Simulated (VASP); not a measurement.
# TiSi2 (Cmcm) in VASP: single point with PBE

Aim: the single point of TiSi2 with PBE.

Program: VASP 6.6.1. These are calculated values, not measurements. Logs are shortened: lines on timing, memory, paths and dates and some standing lists are left out, and cuts for length are marked.

### Step 1. The cell of the first run

Symmetry: Cmcm, No. 63, orthorhombic system. Conventional cell: a = 3.530 Å, b = 13.519 Å, c = 3.565 Å, α = 90.00°, β = 90.00°, γ = 90.00°. Ti (site symmetry m2m) has 10 Si at 2.58 to 2.81 Å and 6 Ti at 3.31 to 3.57 Å within 3.6 Å. Si (site symmetry m2m) has 6 Si at 2.38 to 3.15 Å and 6 Ti at 2.58 to 2.81 Å within 3.2 Å. Si (site symmetry m2m) has 8 Si at 2.51 to 3.15 Å and 4 Ti at 2.66 to 2.67 Å within 3.3 Å.

### Step 2. Single point, PBE

Input file POSCAR:

```
TiSi2
1.0
    1.7651050000     -6.7592820000      0.0000000000
    1.7651050000      6.7592820000      0.0000000000
    0.0000000000      0.0000000000      3.5651740000
Ti Si
2 4
Direct
    0.8968820000      0.1031180000      0.7500000000
    0.1031180000      0.8968820000      0.2500000000
    0.5582510000      0.4417490000      0.7500000000
    0.4417490000      0.5582510000      0.2500000000
    0.2496850000      0.7503150000      0.7500000000
    0.7503150000      0.2496850000      0.2500000000
```

Input file INCAR.step1:

```
ALGO     = Normal         # electronic algorithm
EDIFF    = 1E-6           # SCF threshold, eV
ENCUT    = 520            # plane-wave cutoff, eV
GGA      = PE             # functional
ISIF     = 2              # what is computed and relaxed
ISMEAR   = -1             # smearing method
LASPH    = True           # aspherical terms in the spheres
LCHARG   = True           # write CHGCAR
LMAXMIX  = 4              # l up to which the mixer works
LREAL    = False          # projectors in reciprocal space
LWAVE    = False          # write WAVECAR
NBANDS   = 29             # bands
NELM     = 80             # most SCF steps
PREC     = Accurate       # precision mode
SIGMA    = 0.1            # smearing width, eV
```

Input file KPOINTS.step1:

```
k-points
0
Gamma
  7 7 6
```

Input file INCAR.step2:

```
ALGO     = Normal         # electronic algorithm
EDIFF    = 1E-6           # SCF threshold, eV
ENCUT    = 520            # plane-wave cutoff, eV
GGA      = PE             # functional
ICHARG   = 11             # starting density
ISIF     = 2              # what is computed and relaxed
ISMEAR   = -5             # smearing method
LASPH    = True           # aspherical terms in the spheres
LCHARG   = False          # write CHGCAR
LMAXMIX  = 4              # l up to which the mixer works
LORBIT   = 11             # projections on sites
LREAL    = False          # projectors in reciprocal space
LWAVE    = False          # write WAVECAR
NEDOS    = 1001           # points of the DOS
NELM     = 80             # most SCF steps
PREC     = Accurate       # precision mode
SIGMA    = 0.1            # smearing width, eV
```

Input file KPOINTS.step2:

```
k-points
0
Gamma
  11 11 9
```

Potentials or basis: VASP PAW PBE potentials, release 64 (Ti_sv, Si).

On the command line:

```console
> cat potpaw_PBE.64/Ti_sv/POTCAR potpaw_PBE.64/Si/POTCAR > POTCAR
> cp INCAR.step1 INCAR
> cp KPOINTS.step1 KPOINTS
> mpirun -np 1 vasp_std > vasp.out
> cp INCAR.step2 INCAR
> cp KPOINTS.step2 KPOINTS
> mpirun -np 1 vasp_std > vasp.out
```

OUTCAR:

```text
EDIFF = 1E-6
   ENCUT = 520
   GGA = PE
   ICHARG = 11
   ISIF = 2
   ISMEAR = -5
   LASPH = True
   LORBIT = 11
   LREAL = False
   NELM = 80
   PREC = Accurate

 ion  position               nearest neighbor table
   1  0.897  0.103  0.750-   4 2.58   4 2.58   4 2.58   4 2.58   5 2.66   5 2.66   6 2.67   6 2.67
                             3 2.81   3 2.81
   2  0.103  0.897  0.250-   3 2.58   3 2.58   3 2.58   3 2.58   6 2.66   6 2.66   5 2.67   5 2.67
                             4 2.81   4 2.81
   3  0.558  0.442  0.750-   4 2.38   4 2.38   2 2.58   2 2.58   2 2.58   2 2.58   1 2.81   1 2.81
                             5 3.13   5 3.13
   4  0.442  0.558  0.250-   3 2.38   3 2.38   1 2.58   1 2.58   1 2.58   1 2.58   2 2.81   2 2.81
                             6 3.13   6 3.13
   5  0.250  0.750  0.750-   6 2.51   6 2.51   6 2.51   6 2.51   1 2.66   1 2.66   2 2.67   2 2.67
                             3 3.13   3 3.13
   6  0.750  0.250  0.250-   5 2.51   5 2.51   5 2.51   5 2.51   2 2.66   2 2.66   1 2.67   1 2.67
                             4 3.13   4 3.13

  LATTYP: Found a base centered orthorhombic cell.
 ALAT       =     3.5302100000
 B/A-ratio  =     3.8293937188
 C/A-ratio  =     1.0099042267

  Lattice vectors:

 A1 = (   1.7651050000,  -6.7592820000,   0.0000000000)
 A2 = (   1.7651050000,   6.7592820000,   0.0000000000)
 A3 = (   0.0000000000,   0.0000000000,   3.5651740000)

Analysis of symmetry for initial positions (statically):
=====================================================================
 Subroutine PRICEL returns:
 Original cell was already a primitive cell.

 Routine SETGRP: Setting up the symmetry group for a
 base centered orthorhombic supercell.

 Subroutine GETGRP returns: Found  8 space group operations
 (whereof  4 operations were pure point group operations)
 out of a pool of  8 trial point group operations.

The static configuration has the point symmetry C_2h.
 The point group associated with its full space group is D_2h.

Analysis of symmetry for dynamics (positions and initial velocities):
=====================================================================
 Subroutine PRICEL returns:
 Original cell was already a primitive cell.

 Routine SETGRP: Setting up the symmetry group for a
 base centered orthorhombic supercell.

 Subroutine GETGRP returns: Found  8 space group operations
 (whereof  4 operations were pure point group operations)
 out of a pool of  8 trial point group operations.

The dynamic configuration has the point symmetry C_2h.
 The point group associated with its full space group is D_2h.

 Subroutine INISYM returns: Found  8 space group operations
 (whereof  4 operations are pure point group operations),
 and found     1 'primitive' translations

----------------------------------------------------------------------------------------

                                     Primitive cell

  volume of cell :      85.0711

  direct lattice vectors                    reciprocal lattice vectors
     1.765105000 -6.759282000  0.000000000     0.283269267 -0.073972354  0.000000000
     1.765105000  6.759282000  0.000000000     0.283269267  0.073972354  0.000000000
     0.000000000  0.000000000  3.565174000     0.000000000  0.000000000  0.280491219

  length of vectors
     6.985949385  6.985949385  3.565174000     0.292768487  0.292768487  0.280491219

  position of ions in fractional coordinates (direct lattice)
     0.896882000  0.103118000  0.750000000
     0.103118000  0.896882000  0.250000000
     0.558251000  0.441749000  0.750000000
     0.441749000  0.558251000  0.250000000
     0.249685000  0.750315000  0.750000000
     0.750315000  0.249685000  0.250000000

  ion indices of the primitive-cell ions
   primitive index   ion index
                 1           1
                 2           2
                 3           3
                 4           4
                 5           5
                 6           6

----------------------------------------------------------------------------------------

 KPOINTS: k-points

Automatic generation of k-mesh.
 Grid dimensions read from file:
 generate k-points for:   11   11    9

 Generating k-lattice:

  Cartesian coordinates                     Fractional coordinates (reciprocal lattice)
     0.025751752 -0.006724759  0.000000000     0.090909091  0.000000000  0.000000000
     0.025751752  0.006724759  0.000000000     0.000000000  0.090909091  0.000000000
     0.000000000  0.000000000  0.031165691     0.000000000  0.000000000  0.111111111

  Length of vectors
     0.026615317  0.026615317  0.031165691

  Shift w.r.t. Gamma in fractional coordinates (k-lattice)
     0.000000000  0.000000000  0.000000000

 TETIRR: Found   1638 inequivalent tetrahedra from     6534

 Subroutine IBZKPT returns following result:
 ===========================================

 Found    180 irreducible k-points:

 Following reciprocal coordinates:
            Coordinates               Weight
  0.000000  0.000000  0.000000      1.000000
  0.090909  0.000000  0.000000      4.000000
  0.181818  0.000000  0.000000      4.000000
  0.272727  0.000000  0.000000      4.000000
  0.363636  0.000000  0.000000      4.000000
  0.454545  0.000000  0.000000      4.000000
[... 16 lines left out ...]
 -0.272727  0.181818  0.000000      4.000000
 -0.181818  0.181818  0.000000      2.000000
 [... further k-points ...]
   k-points           NKPTS =    180   k-points in BZ     NKDIM =    180   number of bands    NBANDS=     24
   number of dos      NEDOS =   1001   number of ions     NIONS =      6
   total plane-waves  NPLWV =  81648
   dimension x,y,z NGX =    54 NGY =   54 NGZ =   28
   dimension x,y,z NGXF=   108 NGYF=  108 NGZF=   56
   ions per type =               2   4
   NGX,Y,Z   is equivalent  to a cutoff of  12.85, 12.85, 13.06 a.u.
   NGXF,Y,Z  is equivalent  to a cutoff of  25.70, 25.70, 26.11 a.u.
 SYSTEM =  unknown system
   PREC   = accura    normal or accurate (medium, high low for compatibility)
   ISTART =      0    job   : 0-new  1-cont  2-samecut
   ICHARG =     11    charge: 1-file 2-atom 10-const
   ISPIN  =      1    spin polarized calculation?
   LNONCOLLINEAR =      F non collinear calculations
   LSORBIT =      F    spin-orbit coupling
   LASPH  =      T    aspherical Exc in radial PAW
   ENCUT  =  520.0 eV  38.22 Ry    6.18 a.u.  12.99 12.99  6.63*2*pi/ulx,y,z
   NELM   =     80;   NELMIN=  2; NELMDL=  0     # of ELM steps
   EDIFF  = 0.1E-05   stopping-criterion for ELM
   LREAL  =      F    real-space projection
   EDIFFG = 0.1E-04   stopping-criterion for IOM
   NSW    =      0    number of steps for IOM
   IBRION =     -1    ionic relax: 0-MD 1-quasi-New 2-CG
   NFREE  =      0    steps in history (QN), initial steepest desc. (CG)
   ISIF   =      2    stress and relaxation
   ISYM   =      2    0-nonsym 1-usesym 2-fastsym
   POTIM  = 0.5000    time-step for ionic-motion
   TEBEG  =    0.0;   TEEND  =   0.0 temperature during run
   PSTRESS=    0.0 pullay stress
   NELECT =      40.0000    total number of electrons
   NUPDOWN=      -1.0000    fix difference up-down
   EMIN   =  10.00;   EMAX   =-10.00  energy-range for DOS
   EFERMI =   0.00;   METHOD = LEGACY
   ISMEAR =    -5;   SIGMA  =   0.10  broadening in eV -4-tet -1-fermi 0-gaus
   EFERMI_NEDOS =   21; number of points for ismear=-14 and -15
   IALGO  =     38    algorithm
   IMIX   =      4    mixing-type and parameters
     AMIX     =   0.40;   BMIX     =  1.00
     AMIX_MAG =   1.60;   BMIX_MAG =  1.00
  volume/ion in A,a.u.               =      14.18        95.68
  Fermi-wavevector in a.u.,A,eV,Ry     =   1.273017  2.405653 22.049226  1.620572
  Thomas-Fermi vector in A             =   2.405864
   LORBIT       =     11    0 simple, 1 ext, 2 COOP (PROOUT), +10 PAW based schemes
   GGA     = PE    functional components
   LHFCALC =     F    Hartree Fock is set to
   AEXX    =    0.0000 exact exchange contribution
   IVDW    =     0    specifies the selected vdW correction
   LEPSILON=     F    determine dielectric tensor
   LRPA    =     F    only Hartree local field effects (RPA)
 non-spin polarized calculation
 Fermi weights with tetrahedron method with Bloechl corrections
  energy-cutoff  :      520.00
  volume of cell :       85.07
 maximum number of plane-waves:      2315
 NGX is ok and might be reduce to    54

 number of electron      40.0000005 magnetization

 Free energy of the ion-electron system (eV)
  ---------------------------------------------------
  ext. energy  EPLUGINS =         0.00000000
  ---------------------------------------------------
  free energy    TOTEN  =       -40.74159232 eV

  energy without entropy =      -40.74159232  energy(sigma->0) =      -40.74159232

 E-fermi :  10.5459     XC(G=0): -11.6409

 val. band max:       10.5860089073   @ k =  -0.2727   0.2727   0.3333
 cond. band min:      10.4034867379   @ k =   0.0909   0.0000   0.2222
 fundamental gap:     -0.1825221694
 Fermi energy:        10.5459342032

 k-point     1 :       0.0000    0.0000    0.0000
  band No.  band energies     occupation
      1     -46.2703      2.00000
      2     -46.2610      2.00000
      3     -22.6233      2.00000
      4     -22.5858      2.00000
      5     -22.5729      2.00000
      6     -22.5717      2.00000
[... 16 lines left out ...]
     23      11.4430      0.00000
     24      11.9120      0.00000

 k-point     2 :       0.0909    0.0000    0.0000
  band No.  band energies     occupation
      1     -46.2700      2.00000
      2     -46.2607      2.00000
      3     -22.6223      2.00000
      4     -22.5918      2.00000
      5     -22.5783      2.00000
      6     -22.5711      2.00000
[... 586 lines left out ...]
 k-point    24 :      -0.1818    0.1818    0.0000
  band No.  band energies     occupation
      1     -46.2703      2.00000
      2     -46.2610      2.00000
      3     -22.6217      2.00000
      4     -22.5859      2.00000
      5     -22.5727      2.00000
      6     -22.5716      2.00000
[... 16 lines left out ...]
     23      11.4032      0.00000
     24      11.6241      0.00000

 [... further k-points ...]

------------------------ aborting loop because EDIFF is reached ----------------------------------------

  FORCE on cell =-STRESS in cart. coord.  units (eV):
  Direction    XX          YY          ZZ          XY          YZ          ZX
  --------------------------------------------------------------------------------------
  -------------------------------------------------------------------------------------
  Total        0.7318275      0.7584442      1.0247975      0.0000000      0.0000000      0.0000000
  in kB       13.7828011     14.2840843     19.3004214      0.0000000      0.0000000      0.0000000
  external PRESSURE =      15.7891023 kB  Pullay stress =       0.0000000 kB

 VOLUME and BASIS-vectors are now :
 -----------------------------------------------------------------------------
  energy-cutoff  :      520.00
  volume of cell :       85.07
      direct lattice vectors                 reciprocal lattice vectors
     1.765105000 -6.759282000  0.000000000     0.283269267 -0.073972354  0.000000000
     1.765105000  6.759282000  0.000000000     0.283269267  0.073972354  0.000000000
     0.000000000  0.000000000  3.565174000     0.000000000  0.000000000  0.280491219

 POSITION                                       TOTAL-FORCE (eV/Angst)
 -----------------------------------------------------------------------------------
      1.76510     -5.36527      2.67388         0.000000     -0.002138     -0.000000
      1.76510      5.36527      0.89129         0.000000      0.002138      0.000000
      1.76510     -0.78747      2.67388         0.000000     -0.173927     -0.000000
      1.76510      0.78747      0.89129         0.000000      0.173927      0.000000
      1.76510      3.38390      2.67388         0.000000     -0.010724     -0.000000
      1.76510     -3.38390      0.89129         0.000000      0.010724      0.000000
 -----------------------------------------------------------------------------------
    total drift:                                0.000000     -0.000000     -0.000000

  FREE ENERGIE OF THE ION-ELECTRON SYSTEM (eV)
  ---------------------------------------------------
  free  energy   TOTEN  =       -40.7415923160 eV

  energy  without entropy=      -40.7415923160  energy(sigma->0) =      -40.74159232

 total charge

# of ion       s       p       d       tot
------------------------------------------
    1        2.162   6.142   2.095  10.399
    2        2.162   6.142   2.095  10.399
    3        0.769   0.921   0.000   1.690
    4        0.769   0.921   0.000   1.690
    5        0.748   0.888   0.000   1.636
    6        0.748   0.888   0.000   1.636
--------------------------------------------------
tot          7.359  15.900   4.191  27.450
```

It took 6.4 min on 1 thread of AMD EPYC 9R45 (Zen 5), shared host; peak memory 0.45 GiB.

Results:

| Quantity | Value |
| --- | --- |
| Valence electrons inside the program's atomic spheres | Ti 10.40; Si 1.69, 1.64 (each value once) |

Levels at points of the mesh, in eV from the Fermi level:
| k point | band 17 | band 18 | band 19 | band 20 | band 21 | band 22 | band 23 | band 24 |
| --- | --- | --- | --- | --- | --- | --- | --- | --- |
| (0.00, 0.00, 0.00) | -2.15 | -2.09 | -2.07 | 0.47 | 0.72 | 0.83 | 0.90 | 1.37 |
